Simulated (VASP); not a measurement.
# K4SBr2 (I4/mmm) in VASP: further runs

Runs on K4SBr2. Level: PBE. Tasks: single point.

All numbers are computed with VASP 6.6.1; they aren't measurements. Logs are shortened: lines on timing, memory, paths and dates and some standing lists are left out, and cuts for length are marked.

**1. The cell of the first run**

It takes space group I4/mmm (No. 139, tetragonal). Conventional cell: a = 6.091 Å, b = 6.091 Å, c = 18.266 Å, α = 90.00°, β = 90.00°, γ = 90.00°. K (site symmetry 4mm) has 1 S at 3.08 Å and 1 Br at 3.12 Å within 4.0 Å. K (site symmetry mmm) has 2 S at 3.05 Å within 4.0 Å. S (site symmetry 4/mmm) has 6 K at 3.05 to 3.08 Å within 4.0 Å. Br (site symmetry 4mm) has 9 K at 3.12 to 4.31 Å within 4.4 Å.

**2. Single point, PBE**

Contents of INCAR:

```
PREC = Accurate
ENCUT = 520
EDIFF = 1E-6
ISMEAR = 0
SIGMA = 0.1
LREAL = F
LASPH = T
NELM = 60
ALGO = Normal
ISIF = 2
LWAVE = F
LCHARG = F
GGA = PE
NBANDS = 37
```

Contents of KPOINTS:

```
Automatic mesh
0
Gamma
  4 4 4
```

Contents of POSCAR:

```
K4SBr2
1.0
   -3.0457015600      3.0457015600      9.1328449400
    3.0457015600     -3.0457015600      9.1328449400
    3.0457015600      3.0457015600     -9.1328449400
K S Br
4 1 2
Direct
    0.8315713100      0.8315713100      0.0000000000
    0.0000000000      0.5000000000      0.5000000000
    0.5000000000      0.0000000000      0.5000000000
    0.1684286900      0.1684286900      0.0000000000
    0.0000000000      0.0000000000      0.0000000000
    0.3393449400      0.3393449400      0.0000000000
    0.6606550600      0.6606550600      0.0000000000
```

Potentials or basis: VASP PAW PBE potentials, release 64 (K_sv, S, Br).

On the command line:

```
cat potpaw_PBE.64/K_sv/POTCAR potpaw_PBE.64/S/POTCAR potpaw_PBE.64/Br/POTCAR > POTCAR
mpirun -np 1 vasp_std > vasp.out
```

OUTCAR:

```text
PREC = Accurate
   ENCUT = 520
   EDIFF = 1E-6
   ISMEAR = 0
   LREAL = F
   LASPH = T
   NELM = 60
   ISIF = 2
   GGA = PE

 ion  position               nearest neighbor table
   1  0.832  0.832  0.000-   5 3.08   7 3.12
   2  0.000  0.500  0.500-   5 3.05   5 3.05
   3  0.500  0.000  0.500-   5 3.05   5 3.05
   4  0.168  0.168  0.000-   5 3.08   6 3.12
   5  0.000  0.000  0.000-   2 3.05   3 3.05   2 3.05   3 3.05   1 3.08   4 3.08
   6  0.339  0.339  0.000-   4 3.12
   7  0.661  0.661  0.000-   1 3.12

  LATTYP: Found a body centered tetragonal cell.
 ALAT       =     6.0914031200
 C/A-ratio  =     2.9986013928

  Lattice vectors:

 A1 = (  -3.0457015600,   3.0457015600,   9.1328449400)
 A2 = (   3.0457015600,  -3.0457015600,   9.1328449400)
 A3 = (   3.0457015600,   3.0457015600,  -9.1328449400)

Analysis of symmetry for initial positions (statically):
=====================================================================
 Subroutine PRICEL returns:
 Original cell was already a primitive cell.

 Routine SETGRP: Setting up the symmetry group for a
 body centered tetragonal supercell.

 Subroutine GETGRP returns: Found 16 space group operations
 (whereof 16 operations were pure point group operations)
 out of a pool of 16 trial point group operations.

The static configuration has the point symmetry D_4h.

Analysis of symmetry for dynamics (positions and initial velocities):
=====================================================================
 Subroutine PRICEL returns:
 Original cell was already a primitive cell.

 Routine SETGRP: Setting up the symmetry group for a
 body centered tetragonal supercell.

 Subroutine GETGRP returns: Found 16 space group operations
 (whereof 16 operations were pure point group operations)
 out of a pool of 16 trial point group operations.

The dynamic configuration has the point symmetry D_4h.

 Subroutine INISYM returns: Found 16 space group operations
 (whereof 16 operations are pure point group operations),
 and found     1 'primitive' translations

----------------------------------------------------------------------------------------

                                     Primitive cell

  volume of cell :     338.8760

  direct lattice vectors                    reciprocal lattice vectors
    -3.045701560  3.045701560  9.132844940     0.000000000  0.164165789  0.054747453
     3.045701560 -3.045701560  9.132844940     0.164165789  0.000000000  0.054747453
     3.045701560  3.045701560 -9.132844940     0.164165789  0.164165789  0.000000000

  length of vectors
    10.097596381 10.097596381 10.097596381     0.173054009  0.173054009  0.232165485

  position of ions in fractional coordinates (direct lattice)
     0.831571310  0.831571310  0.000000000
     0.000000000  0.500000000  0.500000000
     0.500000000  0.000000000  0.500000000
     0.168428690  0.168428690  0.000000000
     0.000000000  0.000000000  0.000000000
     0.339344940  0.339344940  0.000000000
     0.660655060  0.660655060  0.000000000

  ion indices of the primitive-cell ions
   primitive index   ion index
                 1           1
                 2           2
                 3           3
                 4           4
                 5           5
                 6           6
                 7           7

----------------------------------------------------------------------------------------

 KPOINTS: Automatic mesh

Automatic generation of k-mesh.
 Grid dimensions read from file:
 generate k-points for:    4    4    4

 Generating k-lattice:

  Cartesian coordinates                     Fractional coordinates (reciprocal lattice)
     0.000000000  0.041041447  0.013686863     0.250000000  0.000000000 -0.000000000
     0.041041447  0.000000000  0.013686863     0.000000000  0.250000000 -0.000000000
     0.041041447  0.041041447  0.000000000     0.000000000  0.000000000  0.250000000

  Length of vectors
     0.043263502  0.043263502  0.058041371

  Shift w.r.t. Gamma in fractional coordinates (k-lattice)
     0.000000000  0.000000000  0.000000000

 Subroutine IBZKPT returns following result:
 ===========================================

 Found     13 irreducible k-points:

 Following reciprocal coordinates:
            Coordinates               Weight
  0.000000  0.000000  0.000000      1.000000
  0.250000  0.000000  0.000000      8.000000
  0.500000  0.000000  0.000000      4.000000
  0.250000  0.250000  0.000000      8.000000
  0.500000  0.250000  0.000000     16.000000
 -0.250000  0.250000  0.000000      4.000000
  0.500000  0.500000  0.000000      2.000000
  0.250000  0.250000  0.250000      2.000000
 -0.250000  0.250000  0.250000      4.000000
  0.500000  0.500000  0.250000      4.000000
 -0.250000  0.500000  0.250000      8.000000
 -0.250000 -0.250000  0.250000      2.000000
  0.500000  0.500000  0.500000      1.000000
   k-points           NKPTS =     13   k-points in BZ     NKDIM =     13   number of bands    NBANDS=     37
   number of dos      NEDOS =    301   number of ions     NIONS =      7
   total plane-waves  NPLWV = 512000
   dimension x,y,z NGX =    80 NGY =   80 NGZ =   80
   dimension x,y,z NGXF=   160 NGYF=  160 NGZF=  160
   ions per type =               4   1   2
   NGX,Y,Z   is equivalent  to a cutoff of  13.17, 13.17, 13.17 a.u.
   NGXF,Y,Z  is equivalent  to a cutoff of  26.34, 26.34, 26.34 a.u.
 SYSTEM =  unknown system
   PREC   = accura    normal or accurate (medium, high low for compatibility)
   ISTART =      0    job   : 0-new  1-cont  2-samecut
   ICHARG =      2    charge: 1-file 2-atom 10-const
   ISPIN  =      1    spin polarized calculation?
   LNONCOLLINEAR =      F non collinear calculations
   LSORBIT =      F    spin-orbit coupling
   LASPH  =      T    aspherical Exc in radial PAW
   ENCUT  =  520.0 eV  38.22 Ry    6.18 a.u.  18.77 18.77 18.77*2*pi/ulx,y,z
   NELM   =     60;   NELMIN=  2; NELMDL= -5     # of ELM steps
   EDIFF  = 0.1E-05   stopping-criterion for ELM
   LREAL  =      F    real-space projection
   EDIFFG = 0.1E-04   stopping-criterion for IOM
   NSW    =      0    number of steps for IOM
   IBRION =     -1    ionic relax: 0-MD 1-quasi-New 2-CG
   NFREE  =      0    steps in history (QN), initial steepest desc. (CG)
   ISIF   =      2    stress and relaxation
   ISYM   =      2    0-nonsym 1-usesym 2-fastsym
   POTIM  = 0.5000    time-step for ionic-motion
   TEBEG  =    0.0;   TEEND  =   0.0 temperature during run
   PSTRESS=    0.0 pullay stress
   NELECT =      56.0000    total number of electrons
   NUPDOWN=      -1.0000    fix difference up-down
   EMIN   =  10.00;   EMAX   =-10.00  energy-range for DOS
   EFERMI =   0.00;   METHOD = LEGACY
   ISMEAR =     0;   SIGMA  =   0.10  broadening in eV -4-tet -1-fermi 0-gaus
   EFERMI_NEDOS =   21; number of points for ismear=-14 and -15
   IALGO  =     38    algorithm
   IMIX   =      4    mixing-type and parameters
     AMIX     =   0.40;   BMIX     =  1.00
     AMIX_MAG =   1.60;   BMIX_MAG =  1.00
  volume/ion in A,a.u.               =      48.41       326.69
  Fermi-wavevector in a.u.,A,eV,Ry     =   0.898374  1.697681 10.980937  0.807076
  Thomas-Fermi vector in A             =   2.021075
   LORBIT       =      0    0 simple, 1 ext, 2 COOP (PROOUT), +10 PAW based schemes
   GGA     = PE    functional components
   LHFCALC =     F    Hartree Fock is set to
   AEXX    =    0.0000 exact exchange contribution
   IVDW    =     0    specifies the selected vdW correction
   LEPSILON=     F    determine dielectric tensor
   LRPA    =     F    only Hartree local field effects (RPA)
 non-spin polarized calculation
 Gauss-broadening in eV      SIGMA  =   0.10
  energy-cutoff  :      520.00
  volume of cell :      338.88
 maximum number of plane-waves:      9157
 NGX is ok and might be reduce to    80
   NGX = 37   NGY = 37   NGZ = 37

 number of electron      56.0000001 magnetization

 Free energy of the ion-electron system (eV)
  ---------------------------------------------------
  ext. energy  EPLUGINS =         0.00000000
  ---------------------------------------------------
  free energy    TOTEN  =       -20.87141799 eV

  energy without entropy =      -20.87141799  energy(sigma->0) =      -20.87141799

 E-fermi :  -0.5617     XC(G=0):  -6.1085

 val. band max:       -1.0565348687   @ k =   0.0000   0.0000   0.0000
 cond. band min:       0.7382542013   @ k =   0.0000   0.0000   0.0000
 fundamental gap:      1.7947890701
 Fermi energy:        -0.5616579407

 k-point     1 :       0.0000    0.0000    0.0000
  band No.  band energies     occupation
      1     -31.1274      2.00000
      2     -31.1267      2.00000
      3     -30.7728      2.00000
      4     -30.7637      2.00000
      5     -14.8398      2.00000
      6     -14.8381      2.00000
[... 29 lines left out ...]
     36       3.9204      0.00000
     37       4.9426      0.00000

 k-point     2 :       0.2500    0.0000    0.0000
  band No.  band energies     occupation
      1     -31.1272      2.00000
      2     -31.1268      2.00000
      3     -30.7714      2.00000
      4     -30.7650      2.00000
      5     -14.8464      2.00000
      6     -14.8395      2.00000
[... 29 lines left out ...]
     36       4.1142      0.00000
     37       4.6541      0.00000

 k-point     3 :       0.5000    0.0000    0.0000
  band No.  band energies     occupation
      1     -31.1270      2.00000
      2     -31.1270      2.00000
      3     -30.7682      2.00000
      4     -30.7681      2.00000
      5     -14.8507      2.00000
      6     -14.8426      2.00000
[... 29 lines left out ...]
     36       4.2549      0.00000
     37       4.8406      0.00000
[... 321 lines left out ...]
 k-point    12 :      -0.2500   -0.2500    0.2500
  band No.  band energies     occupation
      1     -31.1273      2.00000
      2     -31.1268      2.00000
      3     -30.7728      2.00000
      4     -30.7637      2.00000
      5     -14.8417      2.00000
      6     -14.8327      2.00000
[... 29 lines left out ...]
     36       4.0003      0.00000
     37       5.0495      0.00000

 k-point    13 :       0.5000    0.5000    0.5000
  band No.  band energies     occupation
      1     -31.1273      2.00000
      2     -31.1268      2.00000
      3     -30.7728      2.00000
      4     -30.7637      2.00000
      5     -14.8374      2.00000
      6     -14.8338      2.00000
[... 29 lines left out ...]
     36       4.3570      0.00000
     37       4.8610      0.00000

------------------------ aborting loop because EDIFF is reached ----------------------------------------

  FORCE on cell =-STRESS in cart. coord.  units (eV):
  Direction    XX          YY          ZZ          XY          YZ          ZX
  --------------------------------------------------------------------------------------
  -------------------------------------------------------------------------------------
  Total       -1.6104436     -1.6104436     -0.8604350      0.0000000     -0.0000000      0.0000000
  in kB       -7.6140432     -7.6140432     -4.0680650      0.0000000     -0.0000000      0.0000000
  external PRESSURE =      -6.4320505 kB  Pullay stress =       0.0000000 kB

 VOLUME and BASIS-vectors are now :
 -----------------------------------------------------------------------------
  energy-cutoff  :      520.00
  volume of cell :      338.88
      direct lattice vectors                 reciprocal lattice vectors
    -3.045701560  3.045701560  9.132844940     0.000000000  0.164165789  0.054747453
     3.045701560 -3.045701560  9.132844940     0.164165789  0.000000000  0.054747453
     3.045701560  3.045701560 -9.132844940     0.164165789  0.164165789  0.000000000

 POSITION                                       TOTAL-FORCE (eV/Angst)
 -----------------------------------------------------------------------------------
      0.00000      0.00000     15.18922         0.000000      0.000000      0.055969
      3.04570      0.00000      0.00000         0.000000      0.000000      0.000000
      0.00000      3.04570      0.00000         0.000000      0.000000      0.000000
      0.00000      0.00000      3.07647         0.000000      0.000000     -0.055969
      0.00000      0.00000      0.00000         0.000000      0.000000      0.000000
      0.00000      0.00000      6.19837         0.000000      0.000000      0.328855
      0.00000      0.00000     12.06732        -0.000000     -0.000000     -0.328855
 -----------------------------------------------------------------------------------
    total drift:                               -0.000000     -0.000000      0.000000

  FREE ENERGIE OF THE ION-ELECTRON SYSTEM (eV)
  ---------------------------------------------------
  free  energy   TOTEN  =       -20.8714179911 eV

  energy  without entropy=      -20.8714179911  energy(sigma->0) =      -20.87141799
```

Wall time 7.6 min (1 thread of Intel Xeon Platinum 8375C at 2.90GHz (Ice Lake), shared host); peak memory 1 GiB.

Results:

* Free energy: -20.8714 eV
* Pressure: -0.6 GPa
* Largest force: 0.329 eV/Å
* Band gap on the k mesh: 1.79 eV

Forces in eV/Å, atoms in the order of the input:
```
K    0.000  0.000  0.056
K    0.000  0.000  0.000
K    0.000  0.000  0.000
K    0.000  0.000 -0.056
S    0.000  0.000  0.000
Br   0.000  0.000  0.329
Br   0.000  0.000 -0.329
```

A k mesh can miss the band edges.

[end of part 1 of 2]
